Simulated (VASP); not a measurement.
Input of a VASP 6.6.1 run:

File INCAR:

```
ALGO = Normal
EDIFF = 1E-6
ENCUT = 520
ISIF = 2
ISMEAR = 0
LASPH = T
LCHARG = F
LREAL = F
LWAVE = F
NBANDS = 11
NELM = 60
PREC = Accurate
SIGMA = 0.01
```

The input KPOINTS:

```
k-points
0
Gamma
  10 10 10
```

POSCAR

```
MgO
1.0
   -0.0103979611      2.0743932328      2.0743932328
    2.0743932328     -0.0103979611      2.0743932328
    2.0743932328      2.0743932328     -0.0103979611
Mg O
1 1
Direct
    0.0000000000      0.0000000000      0.0000000000
    0.5000000000      0.5000000000      0.5000000000
```

Potentials or basis: VASP PAW LDA potentials, release 64 (Mg, O).

Run with:

```sh
$ cat potpaw_LDA.64/Mg/POTCAR potpaw_LDA.64/O/POTCAR > POTCAR
$ mpirun -np 1 vasp_std > vasp.out
```

**Question.** Estimate the band gap on the k mesh.

**Answer.** 5.00 eV, direct.

**Question.** What does it give for the pressure?

**Answer.** -1.7 GPa.

Stress tensor (GPa, compression positive):
```
-1.68  0.77  0.77
 0.77 -1.68  0.77
 0.77  0.77 -1.68
```

Caveat: the cell differs from its parent crystal (equal xy, yz and zx engineering shears of -0.5 %).
